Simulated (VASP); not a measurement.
# CaSe (Pm-3m) in VASP: settings compared

The runs below take CaSe through single point, with PBE, r2SCAN.

Program: VASP 6.6.1. These are calculated values, not measurements. Logs are shortened: lines on timing, memory, paths and dates and some standing lists are left out, and cuts for length are marked.

## (1) The cell of the first run

Symmetry: Pm-3m, No. 221, cubic system. Conventional cell: a = 3.648 Å, b = 3.648 Å, c = 3.648 Å, α = 90.00°, β = 90.00°, γ = 90.00°. Within 4.2 Å of Ca (site symmetry m-3m) lie 8 Se at 3.16 Å and 6 Ca at 3.65 Å. Se (site symmetry m-3m) has 8 Ca at 3.16 Å and 6 Se at 3.65 Å within 4.2 Å.

## (2) Single point, PBE (strain +0.3%)

INCAR reads:

```
SYSTEM = CaSe
PREC     = Accurate       ! precision mode
ENCUT    = 520            ! plane-wave cutoff, eV
EDIFF    = 1E-6           ! SCF threshold, eV
ISMEAR   = -1             ! smearing method
SIGMA    = 0.02           ! smearing width, eV
LREAL    = .FALSE.        ! projectors in reciprocal space
LASPH    = .TRUE.         ! aspherical terms in the spheres
NELM     = 80             ! most SCF steps
ALGO     = Normal         ! electronic algorithm
ISIF     = 2              ! what is computed and relaxed
LWAVE    = .FALSE.        ! write WAVECAR
LCHARG   = .TRUE.         ! write CHGCAR
GGA      = PE             ! functional
LELF     = .TRUE.         ! ELF
LVHAR    = .TRUE.       
NBANDS   = 15             ! bands
```

KPOINTS reads:

```
Automatic mesh
0
G
  8 8 8
  0 0 0
```

POSCAR reads:

```
CaSe
1.0
    3.6475066661      0.0000000000      0.0000000000
    0.0000000000      3.6475066661      0.0000000000
    0.0000000000      0.0000000000      3.6475066661
Ca Se
1 1
Direct
    0.0000000000      0.0000000000      0.0000000000
    0.5000000000      0.5000000000      0.5000000000
```

Potentials or basis: VASP PAW PBE potentials, release 64 (Ca_sv, Se).

Started as:

```bash
$ cat potpaw_PBE.64/Ca_sv/POTCAR potpaw_PBE.64/Se/POTCAR > POTCAR
$ mpirun -np 1 vasp_std > vasp.out
```

OUTCAR:

```text
SYSTEM = CaSe
   PREC = Accurate
   ENCUT = 520
   EDIFF = 1E-6
   ISMEAR = -1
   LREAL = .FALSE.
   LASPH = .TRUE.
   NELM = 80
   ISIF = 2
   GGA = PE

 ion  position               nearest neighbor table
   1  0.000  0.000  0.000-
   2  0.500  0.500  0.500-

  LATTYP: Found a simple cubic cell.
 ALAT       =     3.6475066661

  Lattice vectors:

 A1 = (   3.6475066661,   0.0000000000,   0.0000000000)
 A2 = (   0.0000000000,   3.6475066661,   0.0000000000)
 A3 = (   0.0000000000,   0.0000000000,   3.6475066661)

Analysis of symmetry for initial positions (statically):
=====================================================================
 Subroutine PRICEL returns:
 Original cell was already a primitive cell.

 Routine SETGRP: Setting up the symmetry group for a
 simple cubic supercell.

 Subroutine GETGRP returns: Found 48 space group operations
 (whereof 48 operations were pure point group operations)
 out of a pool of 48 trial point group operations.

The static configuration has the point symmetry O_h .

Analysis of symmetry for dynamics (positions and initial velocities):
=====================================================================
 Subroutine PRICEL returns:
 Original cell was already a primitive cell.

 Routine SETGRP: Setting up the symmetry group for a
 simple cubic supercell.

 Subroutine GETGRP returns: Found 48 space group operations
 (whereof 48 operations were pure point group operations)
 out of a pool of 48 trial point group operations.

The dynamic configuration has the point symmetry O_h .

 Subroutine INISYM returns: Found 48 space group operations
 (whereof 48 operations are pure point group operations),
 and found     1 'primitive' translations

----------------------------------------------------------------------------------------

                                     Primitive cell

  volume of cell :      48.5275

  direct lattice vectors                    reciprocal lattice vectors
     3.647506666  0.000000000  0.000000000     0.274159883  0.000000000  0.000000000
     0.000000000  3.647506666  0.000000000     0.000000000  0.274159883  0.000000000
     0.000000000  0.000000000  3.647506666     0.000000000  0.000000000  0.274159883

  length of vectors
     3.647506666  3.647506666  3.647506666     0.274159883  0.274159883  0.274159883

  position of ions in fractional coordinates (direct lattice)
     0.000000000  0.000000000  0.000000000
     0.500000000  0.500000000  0.500000000

  ion indices of the primitive-cell ions
   primitive index   ion index
                 1           1
                 2           2

----------------------------------------------------------------------------------------

 KPOINTS: Automatic mesh

Automatic generation of k-mesh.
 Grid dimensions read from file:
 generate k-points for:    8    8    8

 Generating k-lattice:

  Cartesian coordinates                     Fractional coordinates (reciprocal lattice)
     0.034269985  0.000000000  0.000000000     0.125000000  0.000000000  0.000000000
     0.000000000  0.034269985  0.000000000     0.000000000  0.125000000  0.000000000
     0.000000000  0.000000000  0.034269985     0.000000000  0.000000000  0.125000000

  Length of vectors
     0.034269985  0.034269985  0.034269985

  Shift w.r.t. Gamma in fractional coordinates (k-lattice)
     0.000000000  0.000000000  0.000000000

 Subroutine IBZKPT returns following result:
 ===========================================

 Found     35 irreducible k-points:

 Following reciprocal coordinates:
            Coordinates               Weight
  0.000000  0.000000  0.000000      1.000000
  0.125000  0.000000  0.000000      6.000000
  0.250000  0.000000  0.000000      6.000000
  0.375000  0.000000  0.000000      6.000000
  0.500000  0.000000  0.000000      3.000000
  0.125000  0.125000  0.000000     12.000000
[... 16 lines left out ...]
  0.375000  0.375000  0.125000     24.000000
  0.500000  0.375000  0.125000     24.000000
 [... further k-points ...]
   k-points           NKPTS =     35   k-points in BZ     NKDIM =     35   number of bands    NBANDS=     15
   number of dos      NEDOS =    301   number of ions     NIONS =      2
   total plane-waves  NPLWV =  21952
   dimension x,y,z NGX =    28 NGY =   28 NGZ =   28
   dimension x,y,z NGXF=    56 NGYF=   56 NGZF=   56
   ions per type =               1   1
   NGX,Y,Z   is equivalent  to a cutoff of  12.76, 12.76, 12.76 a.u.
   NGXF,Y,Z  is equivalent  to a cutoff of  25.52, 25.52, 25.52 a.u.
 SYSTEM =  CaSe
   PREC   = accura    normal or accurate (medium, high low for compatibility)
   ISTART =      0    job   : 0-new  1-cont  2-samecut
   ICHARG =      2    charge: 1-file 2-atom 10-const
   ISPIN  =      1    spin polarized calculation?
   LNONCOLLINEAR =      F non collinear calculations
   LSORBIT =      F    spin-orbit coupling
   LASPH  =      T    aspherical Exc in radial PAW
   ENCUT  =  520.0 eV  38.22 Ry    6.18 a.u.   6.78  6.78  6.78*2*pi/ulx,y,z
   NELM   =     80;   NELMIN=  2; NELMDL= -5     # of ELM steps
   EDIFF  = 0.1E-05   stopping-criterion for ELM
   LREAL  =      F    real-space projection
   EDIFFG = 0.1E-04   stopping-criterion for IOM
   NSW    =      0    number of steps for IOM
   IBRION =     -1    ionic relax: 0-MD 1-quasi-New 2-CG
   NFREE  =      0    steps in history (QN), initial steepest desc. (CG)
   ISIF   =      2    stress and relaxation
   ISYM   =      2    0-nonsym 1-usesym 2-fastsym
   POTIM  = 0.5000    time-step for ionic-motion
   TEBEG  =    0.0;   TEEND  =   0.0 temperature during run
   PSTRESS=    0.0 pullay stress
   NELECT =      16.0000    total number of electrons
   NUPDOWN=      -1.0000    fix difference up-down
   EMIN   =  10.00;   EMAX   =-10.00  energy-range for DOS
   EFERMI =   0.00;   METHOD = LEGACY
   ISMEAR =    -1;   SIGMA  =   0.02  broadening in eV -4-tet -1-fermi 0-gaus
   EFERMI_NEDOS =   21; number of points for ismear=-14 and -15
   IALGO  =     38    algorithm
   IMIX   =      4    mixing-type and parameters
     AMIX     =   0.40;   BMIX     =  1.00
     AMIX_MAG =   1.60;   BMIX_MAG =  1.00
  volume/ion in A,a.u.               =      24.26       163.74
  Fermi-wavevector in a.u.,A,eV,Ry     =   1.130973  2.137228 17.403197  1.279099
  Thomas-Fermi vector in A             =   2.267670
   LORBIT       =      0    0 simple, 1 ext, 2 COOP (PROOUT), +10 PAW based schemes
   GGA     = PE    functional components
   LHFCALC =     F    Hartree Fock is set to
   AEXX    =    0.0000 exact exchange contribution
   IVDW    =     0    specifies the selected vdW correction
   LEPSILON=     F    determine dielectric tensor
   LRPA    =     F    only Hartree local field effects (RPA)
 non-spin polarized calculation
  energy-cutoff  :      520.00
  volume of cell :       48.53
 maximum number of plane-waves:      1328
 NGX is ok and might be reduce to    28
   NGX = 13   NGY = 13   NGZ = 13

 number of electron      16.0000005 magnetization

 Free energy of the ion-electron system (eV)
  ---------------------------------------------------
  ext. energy  EPLUGINS =         0.00000000
  ---------------------------------------------------
  free energy    TOTEN  =        -8.80266988 eV

  energy without entropy =       -8.80266988  energy(sigma->0) =       -8.80266988

 E-fermi :   4.5594     XC(G=0):  -9.5378

 val. band max:        4.1591349141   @ k =   0.5000   0.5000   0.0000
 cond. band min:       4.9383826707   @ k =   0.5000   0.5000   0.0000
 fundamental gap:      0.7792477566
 Fermi energy:         4.5593630912

 k-point     1 :       0.0000    0.0000    0.0000
  band No.  band energies     occupation
      1     -37.1755      2.00000
      2     -18.1132      2.00000
      3     -18.1132      2.00000
      4     -18.1132      2.00000
      5      -8.8252      2.00000
      6       3.3032      2.00000
      7       3.3032      2.00000
      8       3.3032      2.00000
      9       5.2718      0.00000
     10       5.2718      0.00000
     11       6.1849      0.00000
     12       8.5230      0.00000
     13       8.5230      0.00000
     14       8.5230      0.00000
     15      13.2476      0.00000

 k-point     2 :       0.1250    0.0000    0.0000
  band No.  band energies     occupation
      1     -37.1737      2.00000
      2     -18.1395      2.00000
      3     -18.1108      2.00000
      4     -18.1108      2.00000
      5      -8.7322      2.00000
      6       2.2503      2.00000
      7       3.2798      2.00000
      8       3.2798      2.00000
      9       5.3768      0.00000
     10       5.7737      0.00000
     11       7.0300      0.00000
     12       8.5572      0.00000
     13       8.5974      0.00000
     14       8.5974      0.00000
     15      12.8320      0.00000

 k-point     3 :       0.2500    0.0000    0.0000
  band No.  band energies     occupation
      1     -37.1695      2.00000
      2     -18.2022      2.00000
      3     -18.1050      2.00000
      4     -18.1050      2.00000
      5      -8.4924      2.00000
      6       0.7745      2.00000
      7       3.2206      2.00000
      8       3.2206      2.00000
      9       5.6616      0.00000
     10       6.6080      0.00000
     11       8.3820      0.00000
     12       8.6423      0.00000
     13       8.8346      0.00000
     14       8.8346      0.00000
     15      11.8974      0.00000
[... 343 lines left out ...]
 k-point    23 :       0.3750    0.3750    0.1250
  band No.  band energies     occupation
      1     -37.1536      2.00000
      2     -18.2331      2.00000
      3     -18.2276      2.00000
      4     -18.1086      2.00000
      5      -7.8457      2.00000
      6       0.5969      2.00000
      7       0.8518      2.00000
      8       3.0636      2.00000
      9       5.8416      0.00000
     10       7.4428      0.00000
     11       7.4480      0.00000
     12       8.4449      0.00000
     13       9.0388      0.00000
     14      10.1855      0.00000
     15      12.1319      0.00000

 k-point    24 :       0.5000    0.3750    0.1250
  band No.  band energies     occupation
      1     -37.1519      2.00000
      2     -18.2528      2.00000
      3     -18.2254      2.00000
      4     -18.1062      2.00000
      5      -7.7826      2.00000
      6       0.4079      2.00000
      7       0.9156      2.00000
      8       3.1693      2.00000
      9       5.5566      0.00000
     10       7.3394      0.00000
     11       7.4076      0.00000
     12       8.3262      0.00000
     13       9.2622      0.00000
     14      10.2672      0.00000
     15      12.1484      0.00000

 [... further k-points ...]

------------------------ aborting loop because EDIFF is reached ----------------------------------------

  FORCE on cell =-STRESS in cart. coord.  units (eV):
  Direction    XX          YY          ZZ          XY          YZ          ZX
  --------------------------------------------------------------------------------------
  -------------------------------------------------------------------------------------
  Total        0.0783038      0.0783038      0.0783038     -0.0000000      0.0000000     -0.0000000
  in kB        2.5852641      2.5852641      2.5852641     -0.0000000      0.0000000     -0.0000000
  external PRESSURE =       2.5852641 kB  Pullay stress =       0.0000000 kB

 VOLUME and BASIS-vectors are now :
 -----------------------------------------------------------------------------
  energy-cutoff  :      520.00
  volume of cell :       48.53
      direct lattice vectors                 reciprocal lattice vectors
     3.647506666  0.000000000  0.000000000     0.274159883  0.000000000  0.000000000
     0.000000000  3.647506666  0.000000000     0.000000000  0.274159883  0.000000000
     0.000000000  0.000000000  3.647506666     0.000000000  0.000000000  0.274159883

 POSITION                                       TOTAL-FORCE (eV/Angst)
 -----------------------------------------------------------------------------------
      0.00000      0.00000      0.00000         0.000000      0.000000      0.000000
      1.82375      1.82375      1.82375         0.000000      0.000000      0.000000
 -----------------------------------------------------------------------------------
    total drift:                               -0.000000      0.000000      0.000000

  FREE ENERGIE OF THE ION-ELECTRON SYSTEM (eV)
  ---------------------------------------------------
  free  energy   TOTEN  =        -8.8026698804 eV

  energy  without entropy=       -8.8026698804  energy(sigma->0) =       -8.80266988
```

Run time: 41 s. Hardware: 1 thread of Intel Xeon 8259CL, shared host; peak memory 0.17 GiB.

What came out:

```
Free energy            : -8.8027 eV
Pressure               : 0.3 GPa
Band gap on the k mesh : 0.78 eV
```

Levels at points of the mesh, in eV from the valence-band top:
```csv
k point,band 5,band 6,band 7,band 8,band 9,band 10,band 11,band 12
"(0.00, 0.00, 0.00)",-12.98,-0.86,-0.86,-0.86,1.11,1.11,2.03,4.36
"(0.50, 0.00, 0.00)",-12.26,-4.86,-1.03,-1.03,2.03,4.58,4.61,4.77
"(0.50, 0.50, 0.00)",-11.96,-3.52,-3.52,0.00,0.78,2.92,3.17,3.17
"(0.50, 0.50, 0.50)",-11.41,-3.64,-3.64,-3.64,3.84,3.84,3.84,5.40
```

Caveat: the cell differs from its parent crystal (strain +0.3%); the structure was generated, so it needn't be the stable form of CaSe; semilocal functionals underestimate gaps, and a narrow one can read as zero. A k mesh can miss the band edges.

(Part 1 of 2 ends here.)
